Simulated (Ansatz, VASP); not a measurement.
## ScW in VASP and in Ansatz

```xyz
2
Lattice="3.3215 0.0000 0.0000 0.0000 3.3215 0.0000 0.0000 0.0000 3.3215" Properties=species:S:1:pos:R:3 pbc="T T T"
Sc    0.0000    0.0000    0.0000
W     1.6608    1.6608    1.6608
```

Alike in both runs: functional PBE; k mesh 16 × 16 × 16; occupations gaussian, width 0.1 eV; no spin polarisation.

Ansatz relaxed the structure, and its values are those at the end. VASP's run is a single point on that final structure, the one shown.

```csv
,VASP,Ansatz
version,VASP 6.6.1,Ansatz 0.2.0
potentials or method,"VASP PAW PBE potentials, release 64 (Sc_sv, W_sv), cutoff 520 eV","scalar-relativistic, plane waves, PAW"
valence electrons in the cell,25,25
```

VASP gave:

| Quantity | Value |
| --- | --- |
| gap on the k mesh at the Fermi level (eV) | none |
| pressure (GPa) | 0.2 |

Question: What did Ansatz give for the same quantities?

Answer: gap on the k mesh at the Fermi level (eV): none; pressure (GPa): 0.0.

A gap of «none» marks a metal or a gap that the smearing closes.

Spin-orbit coupling is off throughout.
